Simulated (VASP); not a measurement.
# Si2Sn3 (P6_3/mmc) in VASP: notebook

The runs below take Si2Sn3 through relaxation of cell and atoms, single point, with PBE.

All numbers are computed with VASP 6.6.1; they aren't measurements. Logs are shortened: lines on timing, memory, paths and dates and some standing lists are left out, and cuts for length are marked.

## Step 1: The cell of the first run

The structure is hexagonal, space group P6_3/mmc (No. 194). Conventional cell: a = 3.207 Å, b = 3.207 Å, c = 25.737 Å, α = 90.00°, β = 90.00°, γ = 120.00°. Within 4.2 Å of Si (site symmetry 3m) lie 3 Sn at 3.17 Å and 9 Si at 3.17 to 3.21 Å. Sn (site symmetry -6m2) has 12 Sn at 3.17 to 3.21 Å within 4.2 Å. Within 4.2 Å of Sn (site symmetry 3m) lie 9 Sn at 3.17 to 3.21 Å and 3 Si at 3.17 Å.

## Step 2: Relaxation of cell and atoms, PBE

Input file INCAR:

```
SYSTEM = Si2Sn3
PREC     = Accurate       ! precision mode
ENCUT    = 600            ! plane-wave cutoff, eV
EDIFF    = 1E-6           ! SCF threshold, eV
ISMEAR   = 0              ! smearing method
SIGMA    = 0.1            ! smearing width, eV
LREAL    = .False.        ! projectors in reciprocal space
LASPH    = .True.         ! aspherical terms in the spheres
NELM     = 100            ! most SCF steps
ALGO     = Fast           ! electronic algorithm
ISIF     = 3              ! what is computed and relaxed
LWAVE    = .False.        ! write WAVECAR
LCHARG   = .False.        ! write CHGCAR
GGA      = PE             ! functional
IBRION   = 2              ! ionic algorithm
NSW      = 90             ! ionic steps
EDIFFG   = -0.04          ! ionic threshold
```

Input file KPOINTS:

```
Automatic mesh
0
Gamma
  6 6 1
  0 0 0
```

Input file POSCAR:

```
Si2Sn3
1.0
    3.2068471300      0.0000000000      0.0000000000
   -1.6034235600      2.7772110800      0.0000000000
    0.0000000000      0.0000000000     25.7367025700
Si Sn
4 6
Direct
    0.3333333300      0.6666666700      0.0500000000
    0.3333333300      0.6666666700      0.4500000000
    0.6666666700      0.3333333300      0.5500000000
    0.6666666700      0.3333333300      0.9500000000
    0.3333333300      0.6666666700      0.2500000000
    0.3333333300      0.6666666700      0.6500000000
    0.3333333300      0.6666666700      0.8500000000
    0.6666666700      0.3333333300      0.1500000000
    0.6666666700      0.3333333300      0.3500000000
    0.6666666700      0.3333333300      0.7500000000
```

Potentials or basis: VASP PAW PBE potentials, release 64 (Si, Sn_d).

Command:

```bash
cat potpaw_PBE.64/Si/POTCAR potpaw_PBE.64/Sn_d/POTCAR > POTCAR
mpirun -np 1 vasp_std > vasp.out
```

OUTCAR:

```text
SYSTEM = Si2Sn3
   PREC = Accurate
   ENCUT = 600
   EDIFF = 1E-6
   ISMEAR = 0
   LREAL = .False.
   LASPH = .True.
   NELM = 100
   ISIF = 3
   GGA = PE
   IBRION = 2
   NSW = 90
   EDIFFG = -0.04

 ion  position               nearest neighbor table
   1  0.333  0.667  0.050-   8 3.17   8 3.17   8 3.17
   2  0.333  0.667  0.450-   9 3.17   9 3.17   9 3.17
   3  0.667  0.333  0.550-   6 3.17   6 3.17   6 3.17
   4  0.667  0.333  0.950-   7 3.17   7 3.17   7 3.17
   5  0.333  0.667  0.250-   8 3.17   9 3.17   8 3.17   9 3.17   8 3.17   9 3.17
   6  0.333  0.667  0.650-   3 3.17  10 3.17   3 3.17  10 3.17   3 3.17  10 3.17
   7  0.333  0.667  0.850-   4 3.17  10 3.17   4 3.17  10 3.17   4 3.17  10 3.17
   8  0.667  0.333  0.150-   1 3.17   5 3.17   1 3.17   5 3.17   1 3.17   5 3.17
   9  0.667  0.333  0.350-   2 3.17   5 3.17   2 3.17   5 3.17   2 3.17   5 3.17
  10  0.667  0.333  0.750-   6 3.17   7 3.17   6 3.17   7 3.17   6 3.17   7 3.17

  LATTYP: Found a hexagonal cell.
 ALAT       =     3.2068471300
 C/A-ratio  =     8.0255470644

  Lattice vectors:

 A1 = (   3.2068471300,   0.0000000000,   0.0000000000)
 A2 = (  -1.6034235600,   2.7772110800,   0.0000000000)
 A3 = (   0.0000000000,   0.0000000000,  25.7367025700)

Analysis of symmetry for initial positions (statically):
=====================================================================
 Subroutine PRICEL returns:
 Original cell was already a primitive cell.

 Routine SETGRP: Setting up the symmetry group for a
 hexagonal supercell.

 Subroutine GETGRP returns: Found 24 space group operations
 (whereof 12 operations were pure point group operations)
 out of a pool of 24 trial point group operations.

The static configuration has the point symmetry D_3d.
 The point group associated with its full space group is D_6h.

Analysis of symmetry for dynamics (positions and initial velocities):
=====================================================================
 Subroutine PRICEL returns:
 Original cell was already a primitive cell.

 Routine SETGRP: Setting up the symmetry group for a
 hexagonal supercell.

 Subroutine GETGRP returns: Found 24 space group operations
 (whereof 12 operations were pure point group operations)
 out of a pool of 24 trial point group operations.

The dynamic configuration has the point symmetry D_3d.
 The point group associated with its full space group is D_6h.

 Subroutine INISYM returns: Found 24 space group operations
 (whereof 12 operations are pure point group operations),
 and found     1 'primitive' translations

----------------------------------------------------------------------------------------

                                     Primitive cell

  volume of cell :     229.2134

  direct lattice vectors                    reciprocal lattice vectors
     3.206847130  0.000000000  0.000000000     0.311832763  0.180036729  0.000000000
    -1.603423560  2.777211080  0.000000000     0.000000000  0.360073459  0.000000000
     0.000000000  0.000000000 25.736702570     0.000000000  0.000000000  0.038855016

  length of vectors
     3.206847130  3.206847127 25.736702570     0.360073459  0.360073459  0.038855016

  position of ions in fractional coordinates (direct lattice)
     0.333333330  0.666666670  0.050000000
     0.333333330  0.666666670  0.450000000
     0.666666670  0.333333330  0.550000000
     0.666666670  0.333333330  0.950000000
     0.333333330  0.666666670  0.250000000
     0.333333330  0.666666670  0.650000000
     0.333333330  0.666666670  0.850000000
     0.666666670  0.333333330  0.150000000
     0.666666670  0.333333330  0.350000000
     0.666666670  0.333333330  0.750000000

  ion indices of the primitive-cell ions
   primitive index   ion index
                 1           1
                 2           2
                 3           3
                 4           4
                 5           5
                 6           6
                 7           7
                 8           8
                 9           9
                10          10

----------------------------------------------------------------------------------------

 KPOINTS: Automatic mesh

Automatic generation of k-mesh.
 Grid dimensions read from file:
 generate k-points for:    6    6    1

 Generating k-lattice:

  Cartesian coordinates                     Fractional coordinates (reciprocal lattice)
     0.051972127  0.030006121  0.000000000     0.166666667  0.000000000  0.000000000
     0.000000000  0.060012243  0.000000000     0.000000000  0.166666667  0.000000000
     0.000000000  0.000000000  0.038855016     0.000000000  0.000000000  1.000000000

  Length of vectors
     0.060012243  0.060012243  0.038855016

  Shift w.r.t. Gamma in fractional coordinates (k-lattice)
     0.000000000  0.000000000  0.000000000

 Subroutine IBZKPT returns following result:
 ===========================================

 Found      7 irreducible k-points:

 Following reciprocal coordinates:
            Coordinates               Weight
  0.000000  0.000000  0.000000      1.000000
  0.166667  0.000000  0.000000      6.000000
  0.333333 -0.000000  0.000000      6.000000
  0.500000  0.000000  0.000000      3.000000
  0.166667  0.166667  0.000000      6.000000
  0.333333  0.166667  0.000000     12.000000
  0.333333  0.333333  0.000000      2.000000
   k-points           NKPTS =      7   k-points in BZ     NKDIM =      7   number of bands    NBANDS=     60
   number of dos      NEDOS =    301   number of ions     NIONS =     10
   total plane-waves  NPLWV = 164640
   dimension x,y,z NGX =    28 NGY =   28 NGZ =  210
   dimension x,y,z NGXF=    56 NGYF=   56 NGZF=  420
   ions per type =               4   6
   NGX,Y,Z   is equivalent  to a cutoff of  14.52, 14.52, 13.56 a.u.
   NGXF,Y,Z  is equivalent  to a cutoff of  29.03, 29.03, 27.13 a.u.
 SYSTEM =  Si2Sn3
   PREC   = accura    normal or accurate (medium, high low for compatibility)
   ISTART =      0    job   : 0-new  1-cont  2-samecut
   ICHARG =      2    charge: 1-file 2-atom 10-const
   ISPIN  =      1    spin polarized calculation?
   LNONCOLLINEAR =      F non collinear calculations
   LSORBIT =      F    spin-orbit coupling
   LASPH  =      T    aspherical Exc in radial PAW
   ENCUT  =  600.0 eV  44.10 Ry    6.64 a.u.   6.40  6.40 51.40*2*pi/ulx,y,z
   NELM   =    100;   NELMIN=  2; NELMDL= -5     # of ELM steps
   EDIFF  = 0.1E-05   stopping-criterion for ELM
   LREAL  =      F    real-space projection
   EDIFFG = -.4E-01   stopping-criterion for IOM
   NSW    =     90    number of steps for IOM
   IBRION =      2    ionic relax: 0-MD 1-quasi-New 2-CG
   NFREE  =      1    steps in history (QN), initial steepest desc. (CG)
   ISIF   =      3    stress and relaxation
   ISYM   =      2    0-nonsym 1-usesym 2-fastsym
   POTIM  = 0.5000    time-step for ionic-motion
   TEBEG  =    0.0;   TEEND  =   0.0 temperature during run
   PSTRESS=    0.0 pullay stress
   NELECT =     100.0000    total number of electrons
   NUPDOWN=      -1.0000    fix difference up-down
   EMIN   =  10.00;   EMAX   =-10.00  energy-range for DOS
   EFERMI =   0.00;   METHOD = LEGACY
   ISMEAR =     0;   SIGMA  =   0.10  broadening in eV -4-tet -1-fermi 0-gaus
   EFERMI_NEDOS =   21; number of points for ismear=-14 and -15
   IALGO  =     68    algorithm
   IMIX   =      4    mixing-type and parameters
     AMIX     =   0.40;   BMIX     =  1.00
     AMIX_MAG =   1.60;   BMIX_MAG =  1.00
  volume/ion in A,a.u.               =      22.92       154.68
  Fermi-wavevector in a.u.,A,eV,Ry     =   1.241637  2.346355 20.975607  1.541664
  Thomas-Fermi vector in A             =   2.376027
   LORBIT       =      0    0 simple, 1 ext, 2 COOP (PROOUT), +10 PAW based schemes
   GGA     = PE    functional components
   LHFCALC =     F    Hartree Fock is set to
   AEXX    =    0.0000 exact exchange contribution
   IVDW    =     0    specifies the selected vdW correction
   LEPSILON=     F    determine dielectric tensor
   LRPA    =     F    only Hartree local field effects (RPA)
 conjugate gradient relaxation of ions
 non-spin polarized calculation
 RMM-DIIS sequential band-by-band and
 Gauss-broadening in eV      SIGMA  =   0.10
  energy-cutoff  :      600.00
  volume of cell :      229.21
 maximum number of plane-waves:      7705
 NGX is ok and might be reduce to    28
   NGX = 13   NGY = 13   NGZ =103

--------------------------------------- Ionic step        1  -------------------------------------------

 number of electron     100.0000000 magnetization

 number of electron      99.9999979 magnetization

 Free energy of the ion-electron system (eV)
  ---------------------------------------------------
  ext. energy  EPLUGINS =         0.00000000
  ---------------------------------------------------
  free energy    TOTEN  =       -38.96998470 eV

  energy without entropy =      -38.91177490  energy(sigma->0) =      -38.94087980

------------------------ aborting loop because EDIFF is reached ----------------------------------------

  FORCE on cell =-STRESS in cart. coord.  units (eV):
  Direction    XX          YY          ZZ          XY          YZ          ZX
  --------------------------------------------------------------------------------------
  -------------------------------------------------------------------------------------
  Total        4.9954464      4.9954464     -1.9666534      0.0000000      0.0000000      0.0000000
  in kB       34.9176360     34.9176360    -13.7466967      0.0000001      0.0000000      0.0000000
  external PRESSURE =      18.6961917 kB  Pullay stress =       0.0000000 kB
[... 113 lines left out ...]
  FREE ENERGIE OF THE ION-ELECTRON SYSTEM (eV)
  ---------------------------------------------------
  free  energy   TOTEN  =       -39.6896613805 eV

  energy  without entropy=      -39.6462967580  energy(sigma->0) =      -39.66797907

[... ionic steps 4 to 17 ...]

--------------------------------------- Ionic step       18  -------------------------------------------

 number of electron      99.9999979 magnetization

------------------------ aborting loop because EDIFF is reached ----------------------------------------

  FORCE on cell =-STRESS in cart. coord.  units (eV):
  Direction    XX          YY          ZZ          XY          YZ          ZX
  --------------------------------------------------------------------------------------
  -------------------------------------------------------------------------------------
  Total       -0.2923921     -0.2923921     -0.3314441     -0.0000000     -0.0000000      0.0000000
  in kB       -1.9199634     -1.9199634     -2.1763940     -0.0000000     -0.0000000      0.0000000
  external PRESSURE =      -2.0054403 kB  Pullay stress =       0.0000000 kB
[... 73 lines left out ...]
  energy  without entropy=      -42.4667185491  energy(sigma->0) =      -42.48753636

--------------------------------------- Ionic step       20  -------------------------------------------

 number of electron      99.9999978 magnetization

 Free energy of the ion-electron system (eV)
  ---------------------------------------------------
  ext. energy  EPLUGINS =         0.00000000
  ---------------------------------------------------
  free energy    TOTEN  =       -42.50939868 eV

  energy without entropy =      -42.46918640  energy(sigma->0) =      -42.48929254

 E-fermi :   7.4100     XC(G=0): -10.1051

 val. band max:        7.3684791187   @ k =   0.1667   0.1667   0.0000
 cond. band min:       7.4103189264   @ k =   0.5000   0.0000   0.0000
 fundamental gap:      0.0418398077
 Fermi energy:         7.4100467830

 k-point     1 :       0.0000    0.0000    0.0000
  band No.  band energies     occupation
      1     -14.1229      2.00000
      2     -14.1229      2.00000
      3     -14.1229      2.00000
      4     -14.1229      2.00000
      5     -14.1171      2.00000
      6     -14.1159      2.00000
[... 467 lines left out ...]
  FREE ENERGIE OF THE ION-ELECTRON SYSTEM (eV)
  ---------------------------------------------------
  free  energy   TOTEN  =       -42.5093986817 eV

  energy  without entropy=      -42.4691863988  energy(sigma->0) =      -42.48929254

 reached required accuracy - stopping structural energy minimisation
```

It took 26 min on 1 thread of Intel Xeon 6975P-C (Granite Rapids), shared host; peak memory 0.51 GiB.

Results:

* Free energy: -42.5094 eV
* Relaxed volume: 24.30 Å³/atom
* Relaxed cell: a = 3.664 Å, b = 3.664 Å, c = 20.898 Å, α = 90.00°, β = 90.00°, γ = 120.00°
* Space group after relaxing (to 0.1 Å): P6_3/mmc (No. 194)
* Energy gained by relaxing: 353.9 meV/atom
* Ionic steps: 20
* Pressure after relaxing: 0.0 GPa
* Largest force after relaxing: 0.022 eV/Å
* Band gap on the k mesh: zero (bands 50 and 51 overlap by 4.39 eV)

Forces in eV/Å, atoms in the order of the input:
```
Si   0.000  0.000 -0.008
Si   0.000  0.000  0.008
Si   0.000  0.000 -0.008
Si   0.000  0.000  0.008
Sn   0.000  0.000  0.000
Sn   0.000  0.000 -0.022
Sn   0.000  0.000  0.022
Sn   0.000  0.000 -0.022
Sn   0.000  0.000  0.022
Sn   0.000  0.000  0.000
```

Step by step:
```tsv
step	energy change (eV)	largest force (eV/Å)	pressure (GPa)	volume (Å³)
1	0.0000	1.0595	1.87	229.21
2	-0.4596	0.8543	-1.23	238.11
3	-0.7197	0.6546	-4.49	252.77
4	-1.0558	0.7229	-4.08	249.33
5	-1.9462	0.9103	-1.89	238.64
6	-2.6858	1.1767	6.61	215.58
7	-2.8354	0.6370	7.25	216.47
8	-2.8417	0.5534	7.41	216.64
9	-3.0565	0.5447	5.63	221.57
10	-3.3977	0.5456	0.84	236.81
11	-3.4222	0.5523	-0.29	241.70
12	-3.4229	0.5546	-0.54	242.84
13	-3.4420	0.5135	-0.53	242.80
14	-3.4892	0.3559	-0.34	242.66
15	-3.5234	0.0907	0.25	242.38
16	-3.5239	0.0684	0.17	242.42
17	-3.5335	0.0219	0.02	243.07
18	-3.5384	0.0457	-0.20	244.00
19	-3.5384	0.0425	-0.22	243.92
20	-3.5394	0.0223	0.01	242.99
```

Final structure:
```cif
data_structure
_symmetry_space_group_name_H-M 'P 1'
_symmetry_Int_Tables_number 1
_cell_length_a 3.6642
_cell_length_b 3.6642
_cell_length_c 20.8979
_cell_angle_alpha 90.000
_cell_angle_beta 90.000
_cell_angle_gamma 120.000
_cell_volume 242.99
loop_
_atom_site_label
_atom_site_type_symbol
_atom_site_fract_x
_atom_site_fract_y
_atom_site_fract_z
_atom_site_occupancy
Si1 Si 0.33333 0.66667 0.02572 1
Si2 Si 0.33333 0.66667 0.47428 1
Si3 Si 0.66667 0.33333 0.52572 1
Si4 Si 0.66667 0.33333 0.97428 1
Sn1 Sn 0.33333 0.66667 0.25000 1
Sn2 Sn 0.33333 0.66667 0.62817 1
Sn3 Sn 0.33333 0.66667 0.87183 1
Sn4 Sn 0.66667 0.33333 0.12817 1
Sn5 Sn 0.66667 0.33333 0.37183 1
Sn6 Sn 0.66667 0.33333 0.75000 1
```

Levels at points of the mesh, in eV from the Fermi level:
```tsv
k point	band 46	band 47	band 48	band 49	band 50	band 51	band 52	band 53	band 54	band 55
(0.00, 0.00, 0.00)	0.74	1.19	2.49	2.85	3.30	3.30	3.31	3.31	3.59	3.59
(0.50, 0.00, 0.00)	-2.13	-2.13	-2.10	-1.30	-0.25	0.00	0.58	0.88	0.94	1.40
```

Caveat: the k points lie up to 0.33 Å⁻¹ apart in the final cell, too coarse for converged energies and pressures of a metal; a cell axis changed by over 15 % at a fixed basis, so the end point is rough; spin-orbit coupling is left out, which moves the levels of the heavy elements.

## Step 3: Single point, PBE

This run uses another cell than the first one, of 24.50 Å³/atom.

Input file INCAR:

```
SYSTEM = Si2Sn3
  ALGO = Fast
  EDIFF = 1E-7
  ENCUT = 520
  GGA = PE
  ISIF = 2
  ISMEAR = 0
  LASPH = .True.
  LCHARG = .False.
  LREAL = .False.
  LWAVE = .False.
  NBANDS = 61
  NELM = 60
  PREC = Accurate
  SIGMA = 0.1
```

Input file KPOINTS:

```
k-points
0
Gamma
  12 12 2
  0 0 0
```

Input file POSCAR:

```
Si2Sn3
1.0
    3.6446824221      0.0000000000      0.0000000000
   -1.8223412111      3.1563875663      0.0000000000
    0.0000000000      0.0000000000     21.2974425651
Si Sn
4 6
Direct
    0.3333333333      0.6666666667      0.0252841267
    0.3333333333      0.6666666667      0.4747158733
    0.6666666667      0.3333333333      0.5252841267
    0.6666666667      0.3333333333      0.9747158733
    0.3333333333      0.6666666667      0.2500000000
    0.3333333333      0.6666666667      0.6269395113
    0.3333333333      0.6666666667      0.8730604887
    0.6666666667      0.3333333333      0.1269395113
    0.6666666667      0.3333333333      0.3730604887
    0.6666666667      0.3333333333      0.7500000000
```

Potentials or basis: VASP PAW PBE potentials, release 64 (Si, Sn_d).

Command:

```bash
cat potpaw_PBE.64/Si/POTCAR potpaw_PBE.64/Sn_d/POTCAR > POTCAR
mpirun -np 1 vasp_std > vasp.out
```

Run time: 9.5 min. Hardware: 1 thread of Intel Xeon 6975P-C (Granite Rapids), shared host; peak memory 0.6 GiB.

Results (log left out):

```
Free energy            : -42.7031 eV
Pressure               : 0.0 GPa
Largest force          : 0.011 eV/Å
Band gap on the k mesh : zero (bands 50 and 51 overlap by 5.04 eV)
```

Forces on the atoms (eV/Å):
```
Si   0.000  0.000 -0.011
Si   0.000  0.000  0.011
Si   0.000  0.000 -0.011
Si   0.000  0.000  0.011
Sn   0.000  0.000  0.000
Sn   0.000  0.000  0.000
Sn   0.000  0.000  0.000
Sn   0.000  0.000  0.000
Sn   0.000  0.000  0.000
Sn   0.000  0.000  0.000
```

Levels at points of the mesh, in eV from the Fermi level:
```
           k point  band 48  band 49  band 50  band 51  band 52  band 53
(0.00, 0.00, 0.00)     2.67     2.94     3.39     3.39     3.40     3.40
(0.50, 0.00, 0.00)    -2.06    -1.50    -0.29    -0.14     0.46     1.01
(0.00, 0.00, 0.50)     2.23     3.05     3.05     3.40     3.40     3.40
(0.50, 0.00, 0.50)    -2.06    -1.20    -1.20     0.59     0.59     0.95
```

Caveat: spin-orbit coupling is left out, which moves the levels of the heavy elements.

The gap in the log of VASP goes by the Fermi energy; the results here count the filled bands.